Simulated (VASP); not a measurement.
# TiO2 (I4_1/amd) in VASP: a series of runs, part 2 of 3

VASP 6.6.1. Earlier steps stand in the parts before.

## (4) Single point, PBE+U (strain along c alone, the other axes held: +1.5 %, then relaxed in part)

File INCAR:

```
  PREC = Accurate
  ENCUT = 520
  EDIFF = 1E-7
  ISMEAR = 0
  SIGMA = 0.02
  LREAL = False
  LASPH = True
  NELM = 150
  ALGO = Normal
  ISIF = 2
  LWAVE = False
  LCHARG = True
  LMAXMIX = 4
  LDAU = True
  LDAUTYPE = 2
  LDAUL = 2 -1
  LDAUU = 4 0
  LDAUJ = 0 0
  LDAUPRINT = 1
  GGA = PE
  LELF = True
  LVHAR = True
  NBANDS = 60
```

File KPOINTS:

```
Automatic mesh
0
Gamma
  6 6 4
```

File POSCAR:

```
TiO2
1.0
    3.8180006865      0.0000000000      0.0000000000
    0.0000000000      3.8180006865      0.0000000000
    0.0000000000      0.0000000000      9.9217395982
Ti O
4 8
Direct
    0.0000000000      0.0000000000      0.0000000000
    0.0000000000      0.5000000000      0.2500000000
    0.5000000000      0.5000000000      0.5000000000
    0.5000000000      0.0000000000      0.7500000000
    0.0000000000      0.5000000000      0.4536275526
    0.0000000000      0.0000000000      0.2036275526
    0.0000000000      0.5000000000      0.0463724474
    0.5000000000      0.5000000000      0.2963724474
    0.5000000000      0.0000000000      0.9536275526
    0.5000000000      0.5000000000      0.7036275526
    0.5000000000      0.0000000000      0.5463724474
    0.0000000000      0.0000000000      0.7963724474
```

Potentials or basis: VASP PAW PBE potentials, release 64 (Ti_sv, O).

Command:

```bash
$ cat potpaw_PBE.64/Ti_sv/POTCAR potpaw_PBE.64/O/POTCAR > POTCAR
$ mpirun -np 1 vasp_std > vasp.out
```

OUTCAR:

```text
PREC = Accurate
   ENCUT = 520
   EDIFF = 1E-7
   ISMEAR = 0
   LREAL = False
   LASPH = True
   NELM = 150
   ISIF = 2
   GGA = PE

 ion  position               nearest neighbor table
   1  0.000  0.000  0.000-   7 1.96   9 1.96   7 1.96   9 1.96   6 2.02  12 2.02
   2  0.000  0.500  0.250-   6 1.96   8 1.96   6 1.96   8 1.96   7 2.02   5 2.02
   3  0.500  0.500  0.500-   5 1.96  11 1.96  11 1.96   5 1.96  10 2.02   8 2.02
   4  0.500  0.000  0.750-  10 1.96  12 1.96  10 1.96  12 1.96  11 2.02   9 2.02
   5  0.000  0.500  0.454-   3 1.96   3 1.96   2 2.02
   6  0.000  0.000  0.204-   2 1.96   2 1.96   1 2.02
   7  0.000  0.500  0.046-   1 1.96   1 1.96   2 2.02
   8  0.500  0.500  0.296-   2 1.96   2 1.96   3 2.02
   9  0.500  0.000  0.954-   1 1.96   1 1.96   4 2.02
  10  0.500  0.500  0.704-   4 1.96   4 1.96   3 2.02
  11  0.500  0.000  0.546-   3 1.96   3 1.96   4 2.02
  12  0.000  0.000  0.796-   4 1.96   4 1.96   1 2.02

  LATTYP: Found a simple tetragonal cell.
 ALAT       =     3.8180006865
 C/A-ratio  =     2.5986741263

  Lattice vectors:

 A1 = (   3.8180006865,   0.0000000000,   0.0000000000)
 A2 = (   0.0000000000,   3.8180006865,   0.0000000000)
 A3 = (   0.0000000000,   0.0000000000,   9.9217395982)

Analysis of symmetry for initial positions (statically):
=====================================================================
 Subroutine PRICEL returns following result:

  LATTYP: Found a body centered tetragonal cell.
 ALAT       =     3.8180006865
 C/A-ratio  =     2.5986741263

  Lattice vectors:

 A1 = (  -1.9090003433,   1.9090003433,   4.9608697991)
 A2 = (   1.9090003433,  -1.9090003433,   4.9608697991)
 A3 = (   1.9090003433,   1.9090003432,  -4.9608697991)
[... 315 lines left out ...]
  o =  0.2394  v =  0.0000  0.0000  1.0000  0.0000  0.0000  0.0000  0.0000  0.0000  0.0000  0.0000      0.0000  0.0000  0.0000  0.0000  0.0000  0.0000  0.0000  0.0000  0.0000  0.0000
  o =  0.2442  v =  0.0000 -0.0000  0.0000  0.0000 -1.0000  0.0000  0.0000  0.0000  0.0000  0.0000      0.0000  0.0000  0.0000  0.0000  0.0000  0.0000  0.0000  0.0000  0.0000  0.0000
  o =  0.2442  v =  0.0000  0.0000  0.0000  0.0000  0.0000  0.0000 -0.0000  0.0000  0.0000 -1.0000      0.0000  0.0000  0.0000  0.0000  0.0000  0.0000  0.0000  0.0000  0.0000  0.0000

 number of electron      96.0000008 magnetization

 Free energy of the ion-electron system (eV)
  ---------------------------------------------------
  ext. energy  EPLUGINS =         0.00000000
  ---------------------------------------------------
  free energy    TOTEN  =       -97.01263841 eV

  energy without entropy =      -97.01263841  energy(sigma->0) =      -97.01263841

 E-fermi :   3.1334     XC(G=0): -10.4343

 val. band max:        3.0230415876   @ k =   0.3333   0.3333   0.0000
 cond. band min:       5.7629075155   @ k =   0.0000   0.0000   0.0000
 fundamental gap:      2.7398659278
 Fermi energy:         3.1333830393

 k-point     1 :       0.0000    0.0000    0.0000
  band No.  band energies     occupation
      1     -54.4634      2.00000
      2     -54.4436      2.00000
      3     -54.4436      2.00000
      4     -54.4238      2.00000
      5     -30.7963      2.00000
      6     -30.6545      2.00000
[... 1501 lines left out ...]
     59       7.8528      0.00000
     60       7.8529      0.00000

 [... further k-points ...]

------------------------ aborting loop because EDIFF is reached ----------------------------------------

  FORCE on cell =-STRESS in cart. coord.  units (eV):
  Direction    XX          YY          ZZ          XY          YZ          ZX
  --------------------------------------------------------------------------------------
  -------------------------------------------------------------------------------------
  Total        2.1788469      2.1788469      0.3583048      0.0000000      0.0000000      0.0000000
  in kB       24.1366763     24.1366763      3.9692040      0.0000000      0.0000000      0.0000000
  external PRESSURE =      17.4141855 kB  Pullay stress =       0.0000000 kB

 VOLUME and BASIS-vectors are now :
 -----------------------------------------------------------------------------
  energy-cutoff  :      520.00
  volume of cell :      144.63
      direct lattice vectors                 reciprocal lattice vectors
     3.818000687  0.000000000  0.000000000     0.261917187  0.000000000  0.000000000
     0.000000000  3.818000687  0.000000000     0.000000000  0.261917187  0.000000000
     0.000000000  0.000000000  9.921739598     0.000000000  0.000000000  0.100788777

 POSITION                                       TOTAL-FORCE (eV/Angst)
 -----------------------------------------------------------------------------------
      0.00000      0.00000      0.00000        -0.000000      0.000000     -0.000000
      0.00000      1.90900      2.48043         0.000000     -0.000000     -0.000000
      1.90900      1.90900      4.96087        -0.000000      0.000000     -0.000000
      1.90900      0.00000      7.44130         0.000000     -0.000000     -0.000000
      0.00000      1.90900      4.50077        -0.000000     -0.000000      0.140352
      0.00000      0.00000      2.02034         0.000000      0.000000      0.140352
      0.00000      1.90900      0.46010         0.000000     -0.000000     -0.140352
      1.90900      1.90900      2.94053         0.000000     -0.000000     -0.140352
      1.90900      0.00000      9.46164        -0.000000      0.000000      0.140352
      1.90900      1.90900      6.98121         0.000000      0.000000      0.140352
      1.90900      0.00000      5.42097        -0.000000     -0.000000     -0.140352
      0.00000      0.00000      7.90140         0.000000      0.000000     -0.140352
 -----------------------------------------------------------------------------------
    total drift:                                0.000000      0.000000      0.000000

  FREE ENERGIE OF THE ION-ELECTRON SYSTEM (eV)
  ---------------------------------------------------
  free  energy   TOTEN  =       -97.0126384111 eV

  energy  without entropy=      -97.0126384111  energy(sigma->0) =      -97.01263841
```

OSZICAR:

```text
N       E                     dE             d eps       ncg     rms          rms(c)
DAV:   1     0.152250227071E+04    0.15225E+04   -0.47576E+04  3600   0.185E+03
DAV:   2     0.184484613557E+03   -0.13380E+04   -0.12696E+04  3636   0.577E+02
DAV:   3    -0.113787582894E+03   -0.29827E+03   -0.29179E+03  4512   0.241E+02
DAV:   4    -0.135110023025E+03   -0.21322E+02   -0.21264E+02  5320   0.703E+01
DAV:   5    -0.136343462379E+03   -0.12334E+01   -0.12328E+01  5640   0.131E+01    0.438E+01
DAV:   6    -0.964129795407E+02    0.39930E+02   -0.21538E+02  5240   0.979E+01    0.148E+01
DAV:   7    -0.970446620525E+02   -0.63168E+00   -0.24739E+01  4908   0.238E+01    0.923E+00
DAV:   8    -0.971573741259E+02   -0.11271E+00   -0.52025E+00  4788   0.148E+01    0.443E+00
DAV:   9    -0.970004886539E+02    0.15689E+00   -0.19126E+00  4832   0.945E+00    0.194E+00
DAV:  10    -0.970383373577E+02   -0.37849E-01   -0.58641E-01  5096   0.379E+00    0.120E+00
DAV:  11    -0.970121566900E+02    0.26181E-01   -0.15252E-01  4624   0.208E+00    0.172E-01
DAV:  12    -0.970128520362E+02   -0.69535E-03   -0.54462E-03  4632   0.464E-01    0.119E-01
DAV:  13    -0.970126526984E+02    0.19934E-03   -0.64339E-04  4872   0.128E-01    0.474E-02
DAV:  14    -0.970126405685E+02    0.12130E-04   -0.27806E-04  5032   0.118E-01    0.285E-02
DAV:  15    -0.970126378507E+02    0.27178E-05   -0.53256E-05  4968   0.527E-02    0.145E-03
DAV:  16    -0.970126383952E+02   -0.54455E-06   -0.27543E-06  5008   0.919E-03    0.452E-03
DAV:  17    -0.970126384111E+02   -0.15852E-07   -0.48016E-07  3672   0.521E-03
   1 F= -.97012638E+02 E0= -.97012638E+02  d E =-.210742E-16
```

It took 10 min on 1 thread of Intel Xeon 8259CL, shared host; peak memory 0.32 GiB.

What came out:

```
Free energy            : -97.0126 eV
Pressure               : 1.7 GPa
Largest force          : 0.140 eV/Å
Band gap on the k mesh : 2.74 eV
```

Forces in eV/Å, atoms in the order of the input:
```
Ti   0.000  0.000  0.000
Ti   0.000  0.000  0.000
Ti   0.000  0.000  0.000
Ti   0.000  0.000  0.000
O    0.000  0.000  0.140
O    0.000  0.000  0.140
O    0.000  0.000 -0.140
O    0.000  0.000 -0.140
O    0.000  0.000  0.140
O    0.000  0.000  0.140
O    0.000  0.000 -0.140
O    0.000  0.000 -0.140
```

Levels at points of the mesh, in eV from the valence-band top:
```
           k point  band 45  band 46  band 47  band 48  band 49  band 50  band 51  band 52
(0.00, 0.00, 0.00)    -0.28    -0.28    -0.01    -0.01     2.74     3.04     3.04     3.37
(0.50, 0.00, 0.00)    -0.80    -0.80    -0.68    -0.68     3.84     3.84     3.88     3.88
(0.50, 0.50, 0.00)    -0.02    -0.02    -0.02    -0.02     3.67     3.67     3.67     3.67
(0.00, 0.00, 0.50)    -0.11    -0.11    -0.11    -0.11     2.83     2.83     3.27     3.27
(0.50, 0.00, 0.50)    -0.72    -0.72    -0.62    -0.62     3.72     3.72     3.87     3.87
(0.50, 0.50, 0.50)    -0.18    -0.18    -0.18    -0.18     3.87     3.87     3.87     3.87
```

Eigenvalues of the final occupation matrices:
```
    site  spin  trace               eigenvalues
site 1 d     1   0.79  0.10 0.10 0.10 0.24 0.24
site 1 d     2   0.79  0.10 0.10 0.10 0.24 0.24
site 2 d     1   0.79  0.10 0.10 0.10 0.24 0.24
site 2 d     2   0.79  0.10 0.10 0.10 0.24 0.24
site 3 d     1   0.79  0.10 0.10 0.10 0.24 0.24
site 3 d     2   0.79  0.10 0.10 0.10 0.24 0.24
site 4 d     1   0.79  0.10 0.10 0.10 0.24 0.24
site 4 d     2   0.79  0.10 0.10 0.10 0.24 0.24
```

Caveat: the cell differs from its parent crystal (strain along c alone, the other axes held: +1.5 %, then relaxed in part). A k mesh can miss the band edges.

## (5) Single point, PBE+U

This run uses another cell than the first one, of 12.05 Å³/atom.

File INCAR:

```
SYSTEM = TiO2
PREC     = Accurate       ! precision mode
ENCUT    = 520            ! plane-wave cutoff, eV
EDIFF    = 1E-6           ! SCF threshold, eV
ISMEAR   = 0              ! smearing method
SIGMA    = 0.02           ! smearing width, eV
LREAL    = .FALSE.        ! projectors in reciprocal space
LASPH    = .TRUE.         ! aspherical terms in the spheres
NELM     = 150            ! most SCF steps
ALGO     = Normal         ! electronic algorithm
ISIF     = 2              ! what is computed and relaxed
LWAVE    = .FALSE.        ! write WAVECAR
LCHARG   = .FALSE.        ! write CHGCAR
LMAXMIX  = 4              ! l up to which the mixer works
LDAU     = .TRUE.         ! DFT+U
LDAUTYPE = 2            
LDAUL    = 2 -1           ! shell
LDAUU    = 4 0            ! U, eV
LDAUJ    = 0 0          
LDAUPRINT= 1            
GGA      = PE             ! functional
NBANDS   = 60             ! bands
```

File KPOINTS:

```
Automatic mesh
0
G
  6 6 4
  0 0 0
```

POSCAR is that of step 4.

Potentials or basis: VASP PAW PBE potentials, release 64 (Ti_sv, O).

Command:

```bash
$ cat potpaw_PBE.64/Ti_sv/POTCAR potpaw_PBE.64/O/POTCAR > POTCAR
$ mpirun -np 1 vasp_std > vasp.out
```

OUTCAR:

```text
SYSTEM = TiO2
   PREC = Accurate
   ENCUT = 520
   EDIFF = 1E-6
   ISMEAR = 0
   LREAL = .FALSE.
   LASPH = .TRUE.
   NELM = 150
   ISIF = 2
   GGA = PE

 ion  position               nearest neighbor table
   1  0.000  0.000  0.000-   7 1.96   9 1.96   7 1.96   9 1.96   6 2.02  12 2.02
   2  0.000  0.500  0.250-   6 1.96   8 1.96   6 1.96   8 1.96   7 2.02   5 2.02
   3  0.500  0.500  0.500-   5 1.96  11 1.96  11 1.96   5 1.96  10 2.02   8 2.02
   4  0.500  0.000  0.750-  10 1.96  12 1.96  10 1.96  12 1.96  11 2.02   9 2.02
   5  0.000  0.500  0.454-   3 1.96   3 1.96   2 2.02
   6  0.000  0.000  0.204-   2 1.96   2 1.96   1 2.02
[... 1891 lines left out ...]
 -----------------------------------------------------------------------------
  energy-cutoff  :      520.00
  volume of cell :      144.63
      direct lattice vectors                 reciprocal lattice vectors
     3.818000687  0.000000000  0.000000000     0.261917187  0.000000000  0.000000000
     0.000000000  3.818000687  0.000000000     0.000000000  0.261917187  0.000000000
     0.000000000  0.000000000  9.921739598     0.000000000  0.000000000  0.100788777

 POSITION                                       TOTAL-FORCE (eV/Angst)
 -----------------------------------------------------------------------------------
      0.00000      0.00000      0.00000        -0.000000     -0.000000      0.000000
      0.00000      1.90900      2.48043         0.000000      0.000000      0.000000
      1.90900      1.90900      4.96087        -0.000000     -0.000000      0.000000
      1.90900      0.00000      7.44130         0.000000     -0.000000      0.000000
      0.00000      1.90900      4.50077        -0.000000      0.000000      0.140380
      0.00000      0.00000      2.02034         0.000000     -0.000000      0.140380
      0.00000      1.90900      0.46010         0.000000      0.000000     -0.140380
      1.90900      1.90900      2.94053        -0.000000     -0.000000     -0.140380
      1.90900      0.00000      9.46164         0.000000      0.000000      0.140380
      1.90900      1.90900      6.98121         0.000000      0.000000      0.140380
      1.90900      0.00000      5.42097         0.000000     -0.000000     -0.140380
      0.00000      0.00000      7.90140         0.000000     -0.000000     -0.140380
 -----------------------------------------------------------------------------------
    total drift:                               -0.000000      0.000000      0.000000

  FREE ENERGIE OF THE ION-ELECTRON SYSTEM (eV)
  ---------------------------------------------------
  free  energy   TOTEN  =       -97.0126383469 eV

  energy  without entropy=      -97.0126383469  energy(sigma->0) =      -97.01263835
```

OSZICAR:

```text
N       E                     dE             d eps       ncg     rms          rms(c)
DAV:   1     0.152250227071E+04    0.15225E+04   -0.47576E+04  3600   0.185E+03
DAV:   2     0.184484613557E+03   -0.13380E+04   -0.12696E+04  3636   0.577E+02
DAV:   3    -0.113787582894E+03   -0.29827E+03   -0.29179E+03  4512   0.241E+02
DAV:   4    -0.135110023025E+03   -0.21322E+02   -0.21264E+02  5320   0.703E+01
DAV:   5    -0.136343462379E+03   -0.12334E+01   -0.12328E+01  5640   0.131E+01    0.438E+01
DAV:   6    -0.964129795408E+02    0.39930E+02   -0.21538E+02  5240   0.979E+01    0.148E+01
DAV:   7    -0.970446620524E+02   -0.63168E+00   -0.24739E+01  4908   0.238E+01    0.923E+00
DAV:   8    -0.971573741260E+02   -0.11271E+00   -0.52025E+00  4788   0.148E+01    0.443E+00
DAV:   9    -0.970004886541E+02    0.15689E+00   -0.19126E+00  4832   0.945E+00    0.194E+00
DAV:  10    -0.970383373577E+02   -0.37849E-01   -0.58641E-01  5096   0.379E+00    0.120E+00
DAV:  11    -0.970121566899E+02    0.26181E-01   -0.15252E-01  4624   0.208E+00    0.172E-01
DAV:  12    -0.970128520362E+02   -0.69535E-03   -0.54462E-03  4632   0.464E-01    0.119E-01
DAV:  13    -0.970126526984E+02    0.19934E-03   -0.64339E-04  4872   0.128E-01    0.474E-02
DAV:  14    -0.970126405684E+02    0.12130E-04   -0.27806E-04  5032   0.118E-01    0.285E-02
DAV:  15    -0.970126378505E+02    0.27180E-05   -0.53256E-05  4968   0.527E-02    0.145E-03
DAV:  16    -0.970126383469E+02   -0.49647E-06   -0.22718E-06  3112   0.919E-03
   1 F= -.97012638E+02 E0= -.97012638E+02  d E =-.250217E-16
```

stdout:

```text
POSCAR found type information on POSCAR TiO
 POSCAR found :  2 types and      12 ions
 scaLAPACK will be used
 LDA part: xc-table for (Slater+PW92), standard interpolation
 POSCAR, INCAR and KPOINTS ok, starting setup
 FFT: planning ... GRIDC
 FFT: planning ... GRID_SOFT
 FFT: planning ... GRID
 WAVECAR not read
 entering main loop
```

Run time: 6.9 min. Hardware: 1 thread of Intel Xeon Platinum 8259CL at 2.50GHz (Skylake/Cascade Lake), shared host; peak memory 0.35 GiB.

Results:

```
Free energy            : -97.0126 eV
Pressure               : 1.8 GPa
Largest force          : 0.140 eV/Å
Band gap on the k mesh : 2.74 eV
```

Forces in eV/Å, atoms in the order of the input:
```
Ti   0.000  0.000  0.000
Ti   0.000  0.000  0.000
Ti   0.000  0.000  0.000
Ti   0.000  0.000  0.000
O    0.000  0.000  0.140
O    0.000  0.000  0.140
O    0.000  0.000 -0.140
O    0.000  0.000 -0.140
O    0.000  0.000  0.140
O    0.000  0.000  0.140
O    0.000  0.000 -0.140
O    0.000  0.000 -0.140
```

Stress tensor (GPa, compression positive):
```
2.43 0.00 0.00
0.00 2.43 0.00
0.00 0.00 0.41
```

Eigenvalues of the final occupation matrices:
```csv
site,spin,trace,eigenvalues
site 1 d,1,0.79,0.10 0.10 0.10 0.24 0.24
site 1 d,2,0.79,0.10 0.10 0.10 0.24 0.24
site 2 d,1,0.79,0.10 0.10 0.10 0.24 0.24
site 2 d,2,0.79,0.10 0.10 0.10 0.24 0.24
site 3 d,1,0.79,0.10 0.10 0.10 0.24 0.24
site 3 d,2,0.79,0.10 0.10 0.10 0.24 0.24
site 4 d,1,0.79,0.10 0.10 0.10 0.24 0.24
site 4 d,2,0.79,0.10 0.10 0.10 0.24 0.24
```

[end of part 2 of 3]
